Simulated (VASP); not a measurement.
# ZrB2 (P6/mmm) in VASP: notebook, part 2 of 3

VASP 6.6.1. The steps go on from the part before.

## Step 3: Electric field gradients, PBE (volume scaled by 1.04)

INCAR

```
PREC = Accurate ; ENCUT = 520
EDIFF = 1E-8 ; ISMEAR = -1
SIGMA = 0.05 ; LREAL = False
LASPH = True ; NELM = 80
ALGO = Normal ; ISIF = 2
LWAVE = False ; LCHARG = False
GGA = PE ; LEFG = True
NBANDS = 16
```

KPOINTS

```
regular mesh
0
Gamma
  12 12 9
```

POSCAR

```
ZrB2
1.0
    3.2066493363      0.0000000000      0.0000000000
   -1.6033246682      2.7770397863      0.0000000000
    0.0000000000      0.0000000000      3.5663211014
Zr B
1 2
Direct
    0.0000000000      0.0000000000      0.0000000000
    0.3333333333      0.6666666667      0.5000000000
    0.6666666667      0.3333333333      0.5000000000
```

Potentials or basis: VASP PAW PBE potentials, release 64 (Zr_sv, B).

On the command line:

```
cat potpaw_PBE.64/Zr_sv/POTCAR potpaw_PBE.64/B/POTCAR > POTCAR
mpirun -np 1 vasp_std > vasp.out
```

OUTCAR:

```text
PREC = Accurate
   ENCUT = 520
   EDIFF = 1E-8
   ISMEAR = -1
   LREAL = False
   LASPH = True
   NELM = 80
   ISIF = 2
   GGA = PE

 ion  position               nearest neighbor table
   1  0.000  0.000  0.000-   2 2.57   3 2.57   2 2.57   3 2.57   3 2.57   3 2.57   2 2.57   2 2.57
                             3 2.57   3 2.57   2 2.57   2 2.57
   2  0.333  0.667  0.500-   3 1.85   3 1.85   3 1.85   1 2.57   1 2.57   1 2.57   1 2.57   1 2.57
                             1 2.57
   3  0.667  0.333  0.500-   2 1.85   2 1.85   2 1.85   1 2.57   1 2.57   1 2.57   1 2.57   1 2.57
                             1 2.57

  LATTYP: Found a hexagonal cell.
 ALAT       =     3.2066493363
 C/A-ratio  =     1.1121643583

  Lattice vectors:

 A1 = (   3.2066493363,   0.0000000000,   0.0000000000)
 A2 = (  -1.6033246682,   2.7770397863,   0.0000000000)
 A3 = (   0.0000000000,   0.0000000000,   3.5663211014)

Analysis of symmetry for initial positions (statically):
=====================================================================
 Subroutine PRICEL returns:
 Original cell was already a primitive cell.

 Routine SETGRP: Setting up the symmetry group for a
 hexagonal supercell.

 Subroutine GETGRP returns: Found 24 space group operations
 (whereof 24 operations were pure point group operations)
 out of a pool of 24 trial point group operations.

The static configuration has the point symmetry D_6h.

Analysis of symmetry for dynamics (positions and initial velocities):
=====================================================================
 Subroutine PRICEL returns:
 Original cell was already a primitive cell.

 Routine SETGRP: Setting up the symmetry group for a
 hexagonal supercell.

 Subroutine GETGRP returns: Found 24 space group operations
 (whereof 24 operations were pure point group operations)
 out of a pool of 24 trial point group operations.

The dynamic configuration has the point symmetry D_6h.

 Subroutine INISYM returns: Found 24 space group operations
 (whereof 24 operations are pure point group operations),
 and found     1 'primitive' translations

----------------------------------------------------------------------------------------

                                     Primitive cell

  volume of cell :      31.7581

  direct lattice vectors                    reciprocal lattice vectors
     3.206649336  0.000000000  0.000000000     0.311851997  0.180047835  0.000000000
    -1.603324668  2.777039786  0.000000000     0.000000000  0.360095669  0.000000000
     0.000000000  0.000000000  3.566321101     0.000000000  0.000000000  0.280400999

  length of vectors
     3.206649336  3.206649336  3.566321101     0.360095669  0.360095669  0.280400999

  position of ions in fractional coordinates (direct lattice)
     0.000000000  0.000000000  0.000000000
     0.333333333  0.666666667  0.500000000
     0.666666667  0.333333333  0.500000000

  ion indices of the primitive-cell ions
   primitive index   ion index
                 1           1
                 2           2
                 3           3

[... 86 lines left out ...]
   ISMEAR =    -1;   SIGMA  =   0.05  broadening in eV -4-tet -1-fermi 0-gaus
   EFERMI_NEDOS =   21; number of points for ismear=-14 and -15
   IALGO  =     38    algorithm
   IMIX   =      4    mixing-type and parameters
     AMIX     =   0.40;   BMIX     =  1.00
     AMIX_MAG =   1.60;   BMIX_MAG =  1.00
  volume/ion in A,a.u.               =      10.59        71.44
  Fermi-wavevector in a.u.,A,eV,Ry     =   1.354818  2.560235 24.973931  1.835532
  Thomas-Fermi vector in A             =   2.481958
   LORBIT       =      0    0 simple, 1 ext, 2 COOP (PROOUT), +10 PAW based schemes
   GGA     = PE    functional components
   LHFCALC =     F    Hartree Fock is set to
   AEXX    =    0.0000 exact exchange contribution
   IVDW    =     0    specifies the selected vdW correction
   LEPSILON=     F    determine dielectric tensor
   LRPA    =     F    only Hartree local field effects (RPA)
 non-spin polarized calculation
  energy-cutoff  :      520.00
  volume of cell :       31.76
 maximum number of plane-waves:       873
 NGX is ok and might be reduce to    24
   NGX = 11   NGY = 11   NGZ = 13

 number of electron      18.0000000 magnetization

 Free energy of the ion-electron system (eV)
  ---------------------------------------------------
  ext. energy  EPLUGINS =         0.00000000
  ---------------------------------------------------
  free energy    TOTEN  =       -24.96359042 eV

  energy without entropy =      -24.96155416  energy(sigma->0) =      -24.96257229

 E-fermi :  10.2519     XC(G=0): -12.2924

 val. band max:       10.1023739572   @ k =   0.0833   0.0833   0.3333
 cond. band min:      10.2522232467   @ k =   0.1667   0.1667   0.1111
 fundamental gap:      0.1498492895
 Fermi energy:        10.2518872147

 k-point     1 :       0.0000    0.0000    0.0000
  band No.  band energies     occupation
      1     -38.5669      2.00000
      2     -16.7330      2.00000
      3     -16.2301      2.00000
      4     -16.2301      2.00000
      5      -2.4019      2.00000
      6       7.5907      2.00000
[... 433 lines left out ...]
      3     -16.6520      2.00000
      4     -16.3702      2.00000
      5      -0.3960      2.00000
      6       3.7805      2.00000
[... 8 lines left out ...]
     15      17.5415      0.00000
     16      20.3431      0.00000

 [... further k-points ...]

------------------------ aborting loop because EDIFF is reached ----------------------------------------

  FORCE on cell =-STRESS in cart. coord.  units (eV):
  Direction    XX          YY          ZZ          XY          YZ          ZX
  --------------------------------------------------------------------------------------
  -------------------------------------------------------------------------------------
  Total       -1.4407022     -1.4407022     -0.9957246      0.0000000      0.0000000     -0.0000000
  in kB      -72.6826534    -72.6826534    -50.2337754      0.0000000      0.0000000     -0.0000000
  external PRESSURE =     -65.1996941 kB  Pullay stress =       0.0000000 kB

 VOLUME and BASIS-vectors are now :
 -----------------------------------------------------------------------------
  energy-cutoff  :      520.00
  volume of cell :       31.76
      direct lattice vectors                 reciprocal lattice vectors
     3.206649336  0.000000000  0.000000000     0.311851997  0.180047835  0.000000000
    -1.603324668  2.777039786  0.000000000     0.000000000  0.360095669  0.000000000
     0.000000000  0.000000000  3.566321101     0.000000000  0.000000000  0.280400999

 POSITION                                       TOTAL-FORCE (eV/Angst)
 -----------------------------------------------------------------------------------
      0.00000      0.00000      0.00000         0.000000      0.000000     -0.000000
     -0.00000      1.85136      1.78316         0.000000      0.000000      0.000000
      1.60332      0.92568      1.78316        -0.000000      0.000000     -0.000000
 -----------------------------------------------------------------------------------
    total drift:                               -0.000000      0.000000     -0.000000

  FREE ENERGIE OF THE ION-ELECTRON SYSTEM (eV)
  ---------------------------------------------------
  free  energy   TOTEN  =       -24.9635904162 eV

  energy  without entropy=      -24.9615541614  energy(sigma->0) =      -24.96257229

 Electric field gradients (V/A^2)
---------------------------------------------------------------------
 ion       V_xx      V_yy      V_zz      V_xy      V_xz      V_yz
---------------------------------------------------------------------
   1     -20.271   -20.271    40.543     0.000    -0.000     0.000
   2      -0.793    -0.793     1.586    -0.000     0.000    -0.000
   3      -0.793    -0.793     1.586    -0.000     0.000     0.000
---------------------------------------------------------------------

 Electric field gradients after diagonalization (V/A^2)
 (convention: |V_zz| > |V_xx| > |V_yy|)
----------------------------------------------------------------------
 ion       V_xx      V_yy      V_zz     asymmetry (V_yy - V_xx)/ V_zz
----------------------------------------------------------------------
   1     -20.271   -20.271    40.543       0.000
   2      -0.793    -0.793     1.586       0.000
   3      -0.793    -0.793     1.586       0.000
----------------------------------------------------------------------

           NMR quadrupolar parameters

 Cq : quadrupolar parameter    Cq=e*Q*V_zz/h
 eta: asymmetry parameters     (V_yy - V_xx)/ V_zz
 Q  : nuclear electric quadrupole moment in mb (millibarn)
----------------------------------------------------------------------
 ion       Cq(MHz)       eta       Q (mb)
----------------------------------------------------------------------
   1       0.098       0.000       1.000
   2       0.004       0.000       1.000
   3       0.004       0.000       1.000
----------------------------------------------------------------------
```

OSZICAR:

```text
N       E                     dE             d eps       ncg     rms          rms(c)
DAV:   1     0.101966066400E+03    0.10197E+03   -0.95921E+03  3040   0.112E+03
DAV:   2    -0.234038955193E+02   -0.12537E+03   -0.12060E+03  4056   0.288E+02
DAV:   3    -0.275279706316E+02   -0.41241E+01   -0.41077E+01  4656   0.448E+01
DAV:   4    -0.275881328048E+02   -0.60162E-01   -0.60148E-01  3800   0.486E+00
DAV:   5    -0.275891402670E+02   -0.10075E-02   -0.10074E-02  4448   0.470E-01    0.201E+01
DAV:   6    -0.250070840383E+02    0.25821E+01   -0.58941E+00  3968   0.158E+01    0.797E+00
DAV:   7    -0.249653565416E+02    0.41727E-01   -0.58889E-01  4160   0.476E+00    0.294E+00
DAV:   8    -0.249677830766E+02   -0.24265E-02   -0.89436E-02  3736   0.237E+00    0.398E-01
DAV:   9    -0.249639032364E+02    0.38798E-02   -0.20159E-02  3864   0.102E+00    0.212E-01
DAV:  10    -0.249635823579E+02    0.32088E-03   -0.17887E-03  3600   0.375E-01    0.335E-02
DAV:  11    -0.249635925003E+02   -0.10142E-04   -0.61706E-05  3936   0.748E-02    0.965E-03
DAV:  12    -0.249635904039E+02    0.20963E-05   -0.26959E-06  3848   0.134E-02    0.565E-03
DAV:  13    -0.249635904093E+02   -0.54099E-08   -0.24118E-07  3960   0.479E-03    0.143E-03
DAV:  14    -0.249635904162E+02   -0.68203E-08   -0.11780E-08  2832   0.113E-03
   1 F= -.24963590E+02 E0= -.24962572E+02  d E =-.203625E-02
```

stdout:

```text
POSCAR found type information on POSCAR ZrB
 POSCAR found :  2 types and       3 ions
 scaLAPACK will be used
 LDA part: xc-table for (Slater+PW92), standard interpolation
 POSCAR, INCAR and KPOINTS ok, starting setup
 FFT: planning ... GRIDC
 FFT: planning ... GRID_SOFT
 FFT: planning ... GRID
 WAVECAR not read
 entering main loop
ion   1

ion   2

ion   3
```

Run time: 17 s. Hardware: 1 thread of Intel Xeon 6975P-C (Granite Rapids), shared host; peak memory 0.17 GiB.

What came out:

```yaml
Free_energy: -24.9636 eV
Pressure: -6.5 GPa
Band_gap_on_the_k_mesh: zero (band 9 reaches 10.89 eV, above the bottom of band 10 at 9.66 eV)
```

Stress tensor (GPa, compression positive):
```
-7.27  0.00  0.00
 0.00 -7.27  0.00
 0.00  0.00 -5.02
```

Levels at points of the mesh, in eV from the Fermi level:
```csv
k point,band 7,band 8,band 9,band 10,band 11,band 12
"(0.00, 0.00, 0.00)",-2.66,-2.59,-2.42,3.17,3.17,3.95
"(0.50, 0.00, 0.00)",-3.85,-3.10,-2.67,2.10,2.13,4.62
```

Electric field gradients, principal values (V/Å²):
```tsv
atom	least	middle	greatest (by size)
1 Zr	-20.271	-20.271	40.543
2 B	-0.793	-0.793	1.586
3 B	-0.793	-0.793	1.586
```

Caveat: without QUAD_EFG the Cq values of the log hold for a quadrupole moment of 1 mb, not for the nuclei.

## Step 4: Electric field gradients, PBE (volume scaled by 0.96)

INCAR

```
SYSTEM = ZrB2
  ALGO = Normal
  EDIFF = 1E-8
  ENCUT = 520
  GGA = PE
  ISIF = 2
  ISMEAR = -1
  LASPH = .TRUE.
  LCHARG = .FALSE.
  LEFG = .TRUE.
  LREAL = .FALSE.
  LWAVE = .FALSE.
  NBANDS = 16
  NELM = 60
  PREC = Accurate
  SIGMA = 0.05
```

KPOINTS

```
k-points
0
G
  12 12 9
  0 0 0
```

POSCAR

```
ZrB2
1.0
    3.1222243140      0.0000000000      0.0000000000
   -1.5611121570      2.7039255722      0.0000000000
    0.0000000000      0.0000000000      3.4724266007
Zr B
1 2
Direct
    0.0000000000      0.0000000000      0.0000000000
    0.3333333333      0.6666666667      0.5000000000
    0.6666666667      0.3333333333      0.5000000000
```

Potentials or basis: VASP PAW PBE potentials, release 64 (Zr_sv, B).

On the command line:

```
cat potpaw_PBE.64/Zr_sv/POTCAR potpaw_PBE.64/B/POTCAR > POTCAR
mpirun -np 1 vasp_std > vasp.out
```

OUTCAR:

```text
SYSTEM = ZrB2
   EDIFF = 1E-8
   ENCUT = 520
   GGA = PE
   ISIF = 2
   ISMEAR = -1
   LASPH = .TRUE.
   LREAL = .FALSE.
   NELM = 60
   PREC = Accurate

 ion  position               nearest neighbor table
   1  0.000  0.000  0.000-   2 2.50   3 2.50   2 2.50   3 2.50   2 2.50   2 2.50   3 2.50   3 2.50
                             3 2.50   3 2.50   2 2.50   2 2.50
   2  0.333  0.667  0.500-   3 1.80   3 1.80   3 1.80   1 2.50   1 2.50   1 2.50   1 2.50   1 2.50
                             1 2.50
   3  0.667  0.333  0.500-   2 1.80   2 1.80   2 1.80   1 2.50   1 2.50   1 2.50   1 2.50   1 2.50
                             1 2.50

  LATTYP: Found a hexagonal cell.
 ALAT       =     3.1222243140
 C/A-ratio  =     1.1121643583

  Lattice vectors:

[... 658 lines left out ...]
  volume of cell :       29.32
      direct lattice vectors                 reciprocal lattice vectors
     3.122224314  0.000000000  0.000000000     0.320284483  0.184916332  0.000000000
    -1.561112157  2.703925572  0.000000000     0.000000000  0.369832665  0.000000000
     0.000000000  0.000000000  3.472426601     0.000000000  0.000000000  0.287983049

 POSITION                                       TOTAL-FORCE (eV/Angst)
 -----------------------------------------------------------------------------------
      0.00000      0.00000      0.00000        -0.000000      0.000000      0.000000
     -0.00000      1.80262      1.73621         0.000000      0.000000      0.000000
      1.56111      0.90131      1.73621         0.000000     -0.000000      0.000000
 -----------------------------------------------------------------------------------
    total drift:                               -0.000000      0.000000      0.000000

  FREE ENERGIE OF THE ION-ELECTRON SYSTEM (eV)
  ---------------------------------------------------
  free  energy   TOTEN  =       -24.9181048731 eV

  energy  without entropy=      -24.9162912979  energy(sigma->0) =      -24.91719809

 Electric field gradients (V/A^2)
---------------------------------------------------------------------
 ion       V_xx      V_yy      V_zz      V_xy      V_xz      V_yz
---------------------------------------------------------------------
   1     -20.816   -20.816    41.631    -0.000    -0.000     0.000
   2      -0.798    -0.798     1.596    -0.000     0.000    -0.000
   3      -0.798    -0.798     1.596    -0.000     0.000     0.000
---------------------------------------------------------------------

 Electric field gradients after diagonalization (V/A^2)
 (convention: |V_zz| > |V_xx| > |V_yy|)
----------------------------------------------------------------------
 ion       V_xx      V_yy      V_zz     asymmetry (V_yy - V_xx)/ V_zz
----------------------------------------------------------------------
   1     -20.816   -20.815    41.631       0.000
   2      -0.798    -0.798     1.596       0.000
   3      -0.798    -0.798     1.596       0.000
----------------------------------------------------------------------

           NMR quadrupolar parameters

 Cq : quadrupolar parameter    Cq=e*Q*V_zz/h
 eta: asymmetry parameters     (V_yy - V_xx)/ V_zz
 Q  : nuclear electric quadrupole moment in mb (millibarn)
----------------------------------------------------------------------
 ion       Cq(MHz)       eta       Q (mb)
----------------------------------------------------------------------
   1       0.101       0.000       1.000
   2       0.004       0.000       1.000
   3       0.004       0.000       1.000
----------------------------------------------------------------------
```

OSZICAR:

```text
N       E                     dE             d eps       ncg     rms          rms(c)
DAV:   1     0.101415465119E+03    0.10142E+03   -0.97335E+03  3040   0.112E+03
DAV:   2    -0.237784737198E+02   -0.12519E+03   -0.12036E+03  3952   0.292E+02
DAV:   3    -0.276049452631E+02   -0.38265E+01   -0.38119E+01  4616   0.439E+01
DAV:   4    -0.276601443148E+02   -0.55199E-01   -0.55186E-01  3624   0.488E+00
DAV:   5    -0.276616583992E+02   -0.15141E-02   -0.15141E-02  4680   0.491E-01    0.239E+01
DAV:   6    -0.249715900614E+02    0.26901E+01   -0.57711E+00  3928   0.166E+01    0.978E+00
DAV:   7    -0.249183994020E+02    0.53191E-01   -0.66066E-01  4216   0.519E+00    0.347E+00
DAV:   8    -0.249230941053E+02   -0.46947E-02   -0.11189E-01  3664   0.274E+00    0.431E-01
DAV:   9    -0.249184098222E+02    0.46843E-02   -0.21637E-02  3728   0.113E+00    0.214E-01
DAV:  10    -0.249181008060E+02    0.30902E-03   -0.17205E-03  3608   0.387E-01    0.404E-02
DAV:  11    -0.249181071569E+02   -0.63510E-05   -0.57437E-05  3872   0.730E-02    0.118E-02
DAV:  12    -0.249181048612E+02    0.22957E-05   -0.34823E-06  3872   0.169E-02    0.644E-03
DAV:  13    -0.249181048775E+02   -0.16237E-07   -0.39224E-07  4200   0.604E-03    0.147E-03
DAV:  14    -0.249181048731E+02    0.43967E-08   -0.17847E-08  3168   0.124E-03
   1 F= -.24918105E+02 E0= -.24917198E+02  d E =-.181358E-02
```

stdout:

```text
POSCAR found type information on POSCAR ZrB
 POSCAR found :  2 types and       3 ions
 scaLAPACK will be used
 LDA part: xc-table for (Slater+PW92), standard interpolation
 POSCAR, INCAR and KPOINTS ok, starting setup
 FFT: planning ... GRIDC
 FFT: planning ... GRID_SOFT
 FFT: planning ... GRID
 WAVECAR not read
 entering main loop
ion   1

ion   2

ion   3
```

It took 16 s on 1 thread of Intel Xeon 6975P-C (Granite Rapids), shared host; peak memory 0.17 GiB.

What came out:

| Quantity | Value |
| --- | --- |
| Free energy | -24.9181 eV |
| Pressure | 13.6 GPa |
| Band gap on the k mesh | zero (band 9 reaches 11.85 eV, above the bottom of band 10 at 10.51 eV) |

Electric field gradients, principal values (V/Å²):
```csv
atom,least,middle,greatest (by size)
1 Zr,-20.815,-20.816,41.631
2 B,-0.798,-0.798,1.596
3 B,-0.798,-0.798,1.596
```

Caveat: without QUAD_EFG the Cq values of the log hold for a quadrupole moment of 1 mb, not for the nuclei.

(Part 2 of 3 ends here.)
